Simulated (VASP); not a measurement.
# F (C2/c) in VASP: single point with PBEsol

Aim: the single point of F with PBEsol.

Program: VASP 6.6.1. These are calculated values, not measurements. Logs are shortened: lines on timing, memory, paths and dates and some standing lists are left out, and cuts for length are marked.

## 1. The cell of the first run

The structure is monoclinic, space group C2/c (No. 15). The conventional cell has a = 5.500 Å, b = 3.280 Å, c = 7.280 Å, α = 90.00°, β = 102.17°, γ = 90.00°. Within 2.0 Å of F (site symmetry 1) lie 1 F at 1.49 Å.

## 2. Single point, PBEsol

The input, INCAR:

```
SYSTEM = F
  PREC = Accurate
  ENCUT = 520
  EDIFF = 1E-6
  ISMEAR = 0
  SIGMA = 0.02
  LREAL = .False.
  LASPH = .True.
  NELM = 100
  ALGO = Normal
  ISIF = 2
  LWAVE = .False.
  LCHARG = .True.
  GGA = PS
  LELF = .True.
  LVHAR = .True.
  NBANDS = 22
```

The input, KPOINTS:

```
Automatic mesh
0
Gamma
  10 10 4
  0 0 0
```

The input, POSCAR:

```
F
1.0
    2.7500000000     -1.6400000000      0.0000000000
    2.7500000000      1.6400000000      0.0000000000
   -1.5347200000      0.0000000000      7.1163900000
F
4
Direct
    0.9680000000      0.6020000000      0.0997000000
    0.3980000000      0.0320000000      0.4003000000
    0.0320000000      0.3980000000      0.9003000000
    0.6020000000      0.9680000000      0.5997000000
```

Potentials or basis: VASP PAW PBE potentials, release 64 (F).

On the command line:

```bash
$ cat potpaw_PBE.64/F/POTCAR > POTCAR
$ mpirun -np 1 vasp_std > vasp.out
```

OUTCAR:

```text
SYSTEM = F
   PREC = Accurate
   ENCUT = 520
   EDIFF = 1E-6
   ISMEAR = 0
   LREAL = .False.
   LASPH = .True.
   NELM = 100
   ISIF = 2
   GGA = PS

 ion  position               nearest neighbor table
   1  0.968  0.602  0.100-   3 1.49
   2  0.398  0.032  0.400-   4 1.49
   3  0.032  0.398  0.900-   1 1.49
   4  0.602  0.968  0.600-   2 1.49

  LATTYP: Found a base centered monoclinic cell.
 ALAT       =     5.5000000000
 B/A-ratio  =     0.5963636364
 C/A-ratio  =     1.3236360154
 COS(beta)  =    -0.2108132423

  Lattice vectors:

 A1 = (   2.7500000000,  -1.6400000000,   0.0000000000)
 A2 = (   2.7500000000,   1.6400000000,   0.0000000000)
 A3 = (  -1.5347200000,   0.0000000000,   7.1163900000)

Analysis of symmetry for initial positions (statically):
=====================================================================
 Subroutine PRICEL returns:
 Original cell was already a primitive cell.

 Routine SETGRP: Setting up the symmetry group for a
 base centered monoclinic supercell.

 Subroutine GETGRP returns: Found  4 space group operations
 (whereof  2 operations were pure point group operations)
 out of a pool of  4 trial point group operations.

The static configuration has the point symmetry S_2 .
 The point group associated with its full space group is C_2h.

Analysis of symmetry for dynamics (positions and initial velocities):
=====================================================================
 Subroutine PRICEL returns:
 Original cell was already a primitive cell.

 Routine SETGRP: Setting up the symmetry group for a
 base centered monoclinic supercell.

 Subroutine GETGRP returns: Found  4 space group operations
 (whereof  2 operations were pure point group operations)
 out of a pool of  4 trial point group operations.

The dynamic configuration has the point symmetry S_2 .
 The point group associated with its full space group is C_2h.

 Subroutine INISYM returns: Found  4 space group operations
 (whereof  2 operations are pure point group operations),
 and found     1 'primitive' translations

----------------------------------------------------------------------------------------

                                     Primitive cell
[... 84 lines left out ...]
   NGXF,Y,Z  is equivalent  to a cutoff of  24.92, 24.92, 24.66 a.u.
 SYSTEM =  F
   PREC   = accura    normal or accurate (medium, high low for compatibility)
   ISTART =      0    job   : 0-new  1-cont  2-samecut
   ICHARG =      2    charge: 1-file 2-atom 10-const
   ISPIN  =      1    spin polarized calculation?
   LNONCOLLINEAR =      F non collinear calculations
   LSORBIT =      F    spin-orbit coupling
   LASPH  =      T    aspherical Exc in radial PAW
   ENCUT  =  520.0 eV  38.22 Ry    6.18 a.u.   5.95  5.95 13.54*2*pi/ulx,y,z
   NELM   =    100;   NELMIN=  2; NELMDL= -5     # of ELM steps
   EDIFF  = 0.1E-05   stopping-criterion for ELM
   LREAL  =      F    real-space projection
   EDIFFG = 0.1E-04   stopping-criterion for IOM
   NSW    =      0    number of steps for IOM
   IBRION =     -1    ionic relax: 0-MD 1-quasi-New 2-CG
   NFREE  =      0    steps in history (QN), initial steepest desc. (CG)
   ISIF   =      2    stress and relaxation
   ISYM   =      2    0-nonsym 1-usesym 2-fastsym
   POTIM  = 0.5000    time-step for ionic-motion
   TEBEG  =    0.0;   TEEND  =   0.0 temperature during run
   PSTRESS=    0.0 pullay stress
   NELECT =      28.0000    total number of electrons
   NUPDOWN=      -1.0000    fix difference up-down
   EMIN   =  10.00;   EMAX   =-10.00  energy-range for DOS
   EFERMI =   0.00;   METHOD = LEGACY
   ISMEAR =     0;   SIGMA  =   0.02  broadening in eV -4-tet -1-fermi 0-gaus
   EFERMI_NEDOS =   21; number of points for ismear=-14 and -15
   IALGO  =     38    algorithm
   IMIX   =      4    mixing-type and parameters
     AMIX     =   0.40;   BMIX     =  1.00
     AMIX_MAG =   1.60;   BMIX_MAG =  1.00
  volume/ion in A,a.u.               =      16.05       108.29
  Fermi-wavevector in a.u.,A,eV,Ry     =   1.241572  2.346232 20.973411  1.541502
  Thomas-Fermi vector in A             =   2.375964
   LORBIT       =      0    0 simple, 1 ext, 2 COOP (PROOUT), +10 PAW based schemes
   GGA     = PS    functional components
   LHFCALC =     F    Hartree Fock is set to
   AEXX    =    0.0000 exact exchange contribution
   IVDW    =     0    specifies the selected vdW correction
   LEPSILON=     F    determine dielectric tensor
   LRPA    =     F    only Hartree local field effects (RPA)
 non-spin polarized calculation
 Gauss-broadening in eV      SIGMA  =   0.02
  energy-cutoff  :      520.00
  volume of cell :       64.19
 maximum number of plane-waves:      1749
   NGX = 11   NGY = 11   NGZ = 27

 number of electron      28.0000004 magnetization

 Free energy of the ion-electron system (eV)
  ---------------------------------------------------
  ext. energy  EPLUGINS =         0.00000000
  ---------------------------------------------------
  free energy    TOTEN  =        -7.61134097 eV

  energy without entropy =       -7.61134097  energy(sigma->0) =       -7.61134097

 E-fermi :  -5.2009     XC(G=0):  -7.6879

 val. band max:       -5.3644403675   @ k =   0.0000   0.0000   0.0000
 cond. band min:      -3.5174911085   @ k =   0.0000   0.0000   0.0000
 fundamental gap:      1.8469492589
 Fermi energy:        -5.2008867311

 k-point     1 :       0.0000    0.0000    0.0000
  band No.  band energies     occupation
      1     -29.2289      2.00000
      2     -29.1034      2.00000
      3     -24.2104      2.00000
      4     -23.8881      2.00000
      5     -11.5707      2.00000
      6     -10.7772      2.00000
[... 589 lines left out ...]
     21      11.7298      0.00000
     22      13.4369      0.00000

 [... further k-points ...]
[... 5 lines left out ...]
  --------------------------------------------------------------------------------------
  -------------------------------------------------------------------------------------
  Total       -0.0886999     -0.6809124     -6.0690451      0.0000000      0.0000000     -0.3088945
  in kB       -2.2139484    -16.9955624   -151.4832693      0.0000000      0.0000000     -7.7100026
  external PRESSURE =     -56.8975934 kB  Pullay stress =       0.0000000 kB

 VOLUME and BASIS-vectors are now :
 -----------------------------------------------------------------------------
  energy-cutoff  :      520.00
  volume of cell :       64.19
      direct lattice vectors                 reciprocal lattice vectors
     2.750000000 -1.640000000  0.000000000     0.181818182 -0.304878049  0.039210892
     2.750000000  1.640000000  0.000000000     0.181818182  0.304878049  0.039210892
    -1.534720000  0.000000000  7.116390000     0.000000000  0.000000000  0.140520685

 POSITION                                       TOTAL-FORCE (eV/Angst)
 -----------------------------------------------------------------------------------
      4.16449     -0.60024      0.70950        -0.138696     -0.633857     -2.012429
      0.56815     -0.60024      2.84869         0.138696     -0.633857      2.012429
     -0.19921      0.60024      6.40689         0.138696      0.633857      2.012429
      3.39713      0.60024      4.26770        -0.138696      0.633857     -2.012429
 -----------------------------------------------------------------------------------
    total drift:                                0.000000      0.000000      0.000000

  FREE ENERGIE OF THE ION-ELECTRON SYSTEM (eV)
  ---------------------------------------------------
  free  energy   TOTEN  =        -7.6113409738 eV

  energy  without entropy=       -7.6113409738  energy(sigma->0) =       -7.61134097
```

OSZICAR:

```text
N       E                     dE             d eps       ncg     rms          rms(c)
DAV:   1     0.181805876040E+03    0.18181E+03   -0.16034E+04  5148   0.119E+03
DAV:   2    -0.270338628990E+00   -0.18208E+03   -0.17613E+03  6782   0.294E+02
DAV:   3    -0.922193667223E+01   -0.89516E+01   -0.89095E+01  6030   0.632E+01
DAV:   4    -0.927925222749E+01   -0.57316E-01   -0.57313E-01  5460   0.575E+00
DAV:   5    -0.927957789743E+01   -0.32567E-03   -0.32567E-03  5910   0.410E-01    0.111E+01
DAV:   6    -0.804017244358E+01    0.12394E+01   -0.39448E-01  5220   0.629E+00    0.625E+00
DAV:   7    -0.761284644272E+01    0.42733E+00   -0.54540E-01  5388   0.682E+00    0.601E-01
DAV:   8    -0.761112130660E+01    0.17251E-02   -0.65312E-02  5592   0.181E+00    0.106E-01
DAV:   9    -0.761121232537E+01   -0.91019E-04   -0.72568E-04  5376   0.210E-01    0.645E-02
DAV:  10    -0.761132512036E+01   -0.11279E-03   -0.15524E-04  5640   0.997E-02    0.220E-02
DAV:  11    -0.761134146222E+01   -0.16342E-04   -0.21104E-05  5616   0.405E-02    0.638E-03
DAV:  12    -0.761134097376E+01    0.48845E-06   -0.11274E-06  4492   0.105E-02
   1 F= -.76113410E+01 E0= -.76113410E+01  d E =-.270644E-33
```

Run time: 2.6 min. Hardware: 1 thread of Intel Xeon Platinum 8175M at 2.50GHz (Skylake/Cascade Lake), shared host; peak memory 0.24 GiB.

Results:

```yaml
Free_energy: -7.6113 eV
Pressure: -5.7 GPa
Largest_force: 2.114 eV/Å
Band_gap_on_the_k_mesh: 1.85 eV, direct
```

Forces on the atoms (eV/Å):
```
F   -0.139 -0.634 -2.012
F    0.139 -0.634  2.012
F    0.139  0.634  2.012
F   -0.139  0.634 -2.012
```

Levels at points of the mesh, in eV from the valence-band top:
```tsv
k point	band 11	band 12	band 13	band 14	band 15	band 16	band 17	band 18
(0.00, 0.00, 0.00)	-0.27	-0.18	-0.11	0.00	1.85	2.80	9.39	11.64
(0.50, 0.00, 0.00)	-0.54	-0.54	-0.19	-0.14	2.43	2.43	13.89	14.12
(0.50, 0.50, 0.00)	-0.71	-0.43	-0.40	-0.10	2.31	2.53	14.21	14.64
(0.00, 0.00, 0.50)	-0.21	-0.21	-0.08	-0.08	2.32	2.32	10.17	10.17
(0.50, 0.00, 0.50)	-0.66	-0.36	-0.30	0.00	2.24	2.56	14.18	14.26
(0.50, 0.50, 0.50)	-0.58	-0.58	-0.28	-0.28	2.45	2.45	14.18	14.18
```

Caveat: the PAW data sets were made with another functional, which shifts forces and pressure a little. A k mesh can miss the band edges.
